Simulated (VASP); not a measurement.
# H (P6_3/mmc) in VASP: single point with PBE

Aim: the single point of H with PBE.

Everything below comes from runs of VASP 6.6.1. Logs are shortened: lines on timing, memory, paths and dates and some standing lists are left out, and cuts for length are marked.

## 1. The cell of the first run

Symmetry: P6_3/mmc, No. 194, hexagonal system. The conventional cell has a = 3.840 Å, b = 3.840 Å, c = 5.047 Å, α = 90.00°, β = 90.00°, γ = 120.00°. Within 1.0 Å of H (site symmetry 3m) lie 1 H at 0.74 Å.

## 2. Single point, PBE

INCAR

```
  PREC = Accurate
  ENCUT = 520
  EDIFF = 1E-6
  ISMEAR = -1
  SIGMA = 0.02
  LREAL = False
  LASPH = True
  NELM = 60
  ALGO = Normal
  ISIF = 2
  LWAVE = False
  LCHARG = False
  GGA = PE
  NBANDS = 10
```

KPOINTS

```
Automatic mesh
0
Gamma
  9 9 6
```

POSCAR

```
H
1.0
    3.8401304226      0.0000000000      0.0000000000
   -1.9200652113      3.3256504998      0.0000000000
    0.0000000000      0.0000000000      5.0466615500
H
4
Direct
    0.3333333333      0.6666666667      0.1764958800
    0.6666666667      0.3333333333      0.6764958800
    0.6666666667      0.3333333333      0.8235041200
    0.3333333333      0.6666666667      0.3235041200
```

Potentials or basis: VASP PAW PBE potentials, release 64 (H).

Command:

```sh
$ cat potpaw_PBE.64/H/POTCAR > POTCAR
$ mpirun -np 1 vasp_std > vasp.out
```

OUTCAR:

```text
PREC = Accurate
   ENCUT = 520
   EDIFF = 1E-6
   ISMEAR = -1
   LREAL = False
   LASPH = True
   NELM = 60
   ISIF = 2
   GGA = PE

 ion  position               nearest neighbor table
   1  0.333  0.667  0.176-   4 0.74
   2  0.667  0.333  0.676-   3 0.74
   3  0.667  0.333  0.824-   2 0.74
   4  0.333  0.667  0.324-   1 0.74

  LATTYP: Found a hexagonal cell.
 ALAT       =     3.8401304226
 C/A-ratio  =     1.3141901432

  Lattice vectors:

 A1 = (   3.8401304226,   0.0000000000,   0.0000000000)
 A2 = (  -1.9200652113,   3.3256504998,   0.0000000000)
 A3 = (   0.0000000000,   0.0000000000,   5.0466615500)

Analysis of symmetry for initial positions (statically):
=====================================================================
 Subroutine PRICEL returns:
 Original cell was already a primitive cell.

 Routine SETGRP: Setting up the symmetry group for a
 hexagonal supercell.

 Subroutine GETGRP returns: Found 24 space group operations
 (whereof 12 operations were pure point group operations)
 out of a pool of 24 trial point group operations.

The static configuration has the point symmetry D_3d.
 The point group associated with its full space group is D_6h.

Analysis of symmetry for dynamics (positions and initial velocities):
=====================================================================
 Subroutine PRICEL returns:
 Original cell was already a primitive cell.

 Routine SETGRP: Setting up the symmetry group for a
 hexagonal supercell.

 Subroutine GETGRP returns: Found 24 space group operations
 (whereof 12 operations were pure point group operations)
 out of a pool of 24 trial point group operations.

The dynamic configuration has the point symmetry D_3d.
 The point group associated with its full space group is D_6h.

 Subroutine INISYM returns: Found 24 space group operations
 (whereof 12 operations are pure point group operations),
 and found     1 'primitive' translations

----------------------------------------------------------------------------------------

                                     Primitive cell

  volume of cell :      64.4506

  direct lattice vectors                    reciprocal lattice vectors
     3.840130423  0.000000000  0.000000000     0.260407822  0.150346526  0.000000000
    -1.920065211  3.325650500  0.000000000     0.000000000  0.300693052  0.000000000
     0.000000000  0.000000000  5.046661550     0.000000000  0.000000000  0.198150795

  length of vectors
     3.840130423  3.840130423  5.046661550     0.300693052  0.300693052  0.198150795

  position of ions in fractional coordinates (direct lattice)
     0.333333333  0.666666667  0.176495880
     0.666666667  0.333333333  0.676495880
     0.666666667  0.333333333  0.823504120
     0.333333333  0.666666667  0.323504120

  ion indices of the primitive-cell ions
   primitive index   ion index
                 1           1
                 2           2
                 3           3
                 4           4

----------------------------------------------------------------------------------------

 KPOINTS: Automatic mesh

Automatic generation of k-mesh.
 Grid dimensions read from file:
 generate k-points for:    9    9    6

 Generating k-lattice:

  Cartesian coordinates                     Fractional coordinates (reciprocal lattice)
     0.028934202  0.016705170  0.000000000     0.111111111  0.000000000  0.000000000
     0.000000000  0.033410339  0.000000000     0.000000000  0.111111111  0.000000000
     0.000000000  0.000000000  0.033025133     0.000000000  0.000000000  0.166666667

  Length of vectors
     0.033410339  0.033410339  0.033025133

  Shift w.r.t. Gamma in fractional coordinates (k-lattice)
     0.000000000  0.000000000  0.000000000

 Subroutine IBZKPT returns following result:
 ===========================================

 Found     48 irreducible k-points:

 Following reciprocal coordinates:
            Coordinates               Weight
  0.000000  0.000000  0.000000      1.000000
  0.111111 -0.000000  0.000000      6.000000
  0.222222 -0.000000  0.000000      6.000000
  0.333333 -0.000000  0.000000      6.000000
  0.444444 -0.000000  0.000000      6.000000
  0.111111  0.111111  0.000000      6.000000
[... 16 lines left out ...]
  0.333333  0.222222  0.166667     24.000000
  0.333333  0.333333  0.166667      4.000000
 [... further k-points ...]
   k-points           NKPTS =     48   k-points in BZ     NKDIM =     48   number of bands    NBANDS=     10
   number of dos      NEDOS =    301   number of ions     NIONS =      4
   total plane-waves  NPLWV =  36000
   dimension x,y,z NGX =    30 NGY =   30 NGZ =   40
   dimension x,y,z NGXF=    60 NGYF=   60 NGZF=   80
   ions per type =               4
   NGX,Y,Z   is equivalent  to a cutoff of  12.99, 12.99, 13.18 a.u.
   NGXF,Y,Z  is equivalent  to a cutoff of  25.98, 25.98, 26.35 a.u.
 SYSTEM =  unknown system
   PREC   = accura    normal or accurate (medium, high low for compatibility)
   ISTART =      0    job   : 0-new  1-cont  2-samecut
   ICHARG =      2    charge: 1-file 2-atom 10-const
   ISPIN  =      1    spin polarized calculation?
   LNONCOLLINEAR =      F non collinear calculations
   LSORBIT =      F    spin-orbit coupling
   LASPH  =      T    aspherical Exc in radial PAW
   ENCUT  =  520.0 eV  38.22 Ry    6.18 a.u.   7.14  7.14  9.38*2*pi/ulx,y,z
   NELM   =     60;   NELMIN=  2; NELMDL= -5     # of ELM steps
   EDIFF  = 0.1E-05   stopping-criterion for ELM
   LREAL  =      F    real-space projection
   EDIFFG = 0.1E-04   stopping-criterion for IOM
   NSW    =      0    number of steps for IOM
   IBRION =     -1    ionic relax: 0-MD 1-quasi-New 2-CG
   NFREE  =      0    steps in history (QN), initial steepest desc. (CG)
   ISIF   =      2    stress and relaxation
   ISYM   =      2    0-nonsym 1-usesym 2-fastsym
   POTIM  = 0.5000    time-step for ionic-motion
   TEBEG  =    0.0;   TEEND  =   0.0 temperature during run
   PSTRESS=    0.0 pullay stress
   NELECT =       4.0000    total number of electrons
   NUPDOWN=      -1.0000    fix difference up-down
   EMIN   =  10.00;   EMAX   =-10.00  energy-range for DOS
   EFERMI =   0.00;   METHOD = LEGACY
   ISMEAR =    -1;   SIGMA  =   0.02  broadening in eV -4-tet -1-fermi 0-gaus
   EFERMI_NEDOS =   21; number of points for ismear=-14 and -15
   IALGO  =     38    algorithm
   IMIX   =      4    mixing-type and parameters
     AMIX     =   0.40;   BMIX     =  1.00
     AMIX_MAG =   1.60;   BMIX_MAG =  1.00
  volume/ion in A,a.u.               =      16.11       108.73
  Fermi-wavevector in a.u.,A,eV,Ry     =   0.648165  1.224855  5.716059  0.420119
  Thomas-Fermi vector in A             =   1.716710
   LORBIT       =      0    0 simple, 1 ext, 2 COOP (PROOUT), +10 PAW based schemes
   GGA     = PE    functional components
   LHFCALC =     F    Hartree Fock is set to
   AEXX    =    0.0000 exact exchange contribution
   IVDW    =     0    specifies the selected vdW correction
   LEPSILON=     F    determine dielectric tensor
   LRPA    =     F    only Hartree local field effects (RPA)
 non-spin polarized calculation
  energy-cutoff  :      520.00
  volume of cell :       64.45
 maximum number of plane-waves:      1773
 NGX is ok and might be reduce to    30
   NGX = 15   NGY = 15   NGZ = 19

 number of electron       4.0000003 magnetization

 Free energy of the ion-electron system (eV)
  ---------------------------------------------------
  ext. energy  EPLUGINS =         0.00000000
  ---------------------------------------------------
  free energy    TOTEN  =       -13.57498367 eV

  energy without entropy =      -13.57498367  energy(sigma->0) =      -13.57498367

 E-fermi :  -8.5041     XC(G=0):  -4.5693

 val. band max:       -8.9305893544   @ k =   0.0000   0.0000   0.0000
 cond. band min:       0.4694076436   @ k =   0.0000   0.0000   0.0000
 fundamental gap:      9.3999969980
 Fermi energy:        -8.5041489565

 k-point     1 :       0.0000    0.0000    0.0000
  band No.  band energies     occupation
      1     -10.3285      2.00000
      2      -8.9306      2.00000
      3       0.4694      0.00000
      4       3.0453      0.00000
      5       6.1469      0.00000
      6       7.7262      0.00000
      7       8.3275      0.00000
      8       8.3275      0.00000
      9       9.7151      0.00000
     10       9.7151      0.00000

 k-point     2 :       0.1111   -0.0000    0.0000
  band No.  band energies     occupation
      1     -10.2646      2.00000
      2      -8.9356      2.00000
      3       0.6136      0.00000
      4       2.8568      0.00000
      5       5.5256      0.00000
      6       7.4286      0.00000
      7       7.6421      0.00000
      8       8.2351      0.00000
      9      10.4842      0.00000
     10      10.4884      0.00000

 k-point     3 :       0.2222   -0.0000    0.0000
  band No.  band energies     occupation
      1     -10.0874      2.00000
      2      -8.9606      2.00000
      3       1.0387      0.00000
      4       2.3748      0.00000
      5       4.5482      0.00000
      6       6.6142      0.00000
      7       6.7779      0.00000
      8       7.9411      0.00000
      9      10.6318      0.00000
     10      11.1144      0.00000
[... 248 lines left out ...]
 k-point    23 :       0.3333    0.2222    0.1667
  band No.  band energies     occupation
      1      -9.4776      2.00000
      2      -9.2044      2.00000
      3       1.5402      0.00000
      4       2.2434      0.00000
      5       3.0044      0.00000
      6       4.8090      0.00000
      7       5.6680      0.00000
      8       6.0984      0.00000
      9      10.0628      0.00000
     10      11.0524      0.00000

 k-point    24 :       0.3333    0.3333    0.1667
  band No.  band energies     occupation
      1      -9.3231      2.00000
      2      -9.3231      2.00000
      3       1.7898      0.00000
      4       2.4341      0.00000
      5       2.4341      0.00000
      6       5.1536      0.00000
      7       5.1536      0.00000
      8       5.6610      0.00000
      9       9.6961      0.00000
     10      12.6858      0.00000

 [... further k-points ...]

------------------------ aborting loop because EDIFF is reached ----------------------------------------

  FORCE on cell =-STRESS in cart. coord.  units (eV):
  Direction    XX          YY          ZZ          XY          YZ          ZX
  --------------------------------------------------------------------------------------
  -------------------------------------------------------------------------------------
  Total       -0.0434605     -0.0434605      0.3872143      0.0000000      0.0000000      0.0000000
  in kB       -1.0803844     -1.0803844      9.6257632      0.0000000      0.0000000      0.0000000
  external PRESSURE =       2.4883315 kB  Pullay stress =       0.0000000 kB

 VOLUME and BASIS-vectors are now :
 -----------------------------------------------------------------------------
  energy-cutoff  :      520.00
  volume of cell :       64.45
      direct lattice vectors                 reciprocal lattice vectors
     3.840130423  0.000000000  0.000000000     0.260407822  0.150346526  0.000000000
    -1.920065211  3.325650500  0.000000000     0.000000000  0.300693052  0.000000000
     0.000000000  0.000000000  5.046661550     0.000000000  0.000000000  0.198150795

 POSITION                                       TOTAL-FORCE (eV/Angst)
 -----------------------------------------------------------------------------------
     -0.00000      2.21710      0.89071        -0.000000     -0.000000     -0.299082
      1.92007      1.10855      3.41405         0.000000      0.000000     -0.299082
      1.92007      1.10855      4.15595         0.000000      0.000000      0.299082
     -0.00000      2.21710      1.63262        -0.000000     -0.000000      0.299082
 -----------------------------------------------------------------------------------
    total drift:                                0.000000     -0.000000      0.000000

  FREE ENERGIE OF THE ION-ELECTRON SYSTEM (eV)
  ---------------------------------------------------
  free  energy   TOTEN  =       -13.5749836745 eV

  energy  without entropy=      -13.5749836745  energy(sigma->0) =      -13.57498367
```

It took 22 s on 1 thread of Intel Xeon 6975P-C (Granite Rapids), shared host; peak memory 0.17 GiB.

Results:

- Free energy: -13.5750 eV
- Pressure: 0.2 GPa
- Largest force: 0.299 eV/Å
- Band gap on the k mesh: 9.40 eV, direct

Forces on the atoms (eV/Å):
```
H    0.000  0.000 -0.299
H    0.000  0.000 -0.299
H    0.000  0.000  0.299
H    0.000  0.000  0.299
```

A k mesh can miss the band edges.
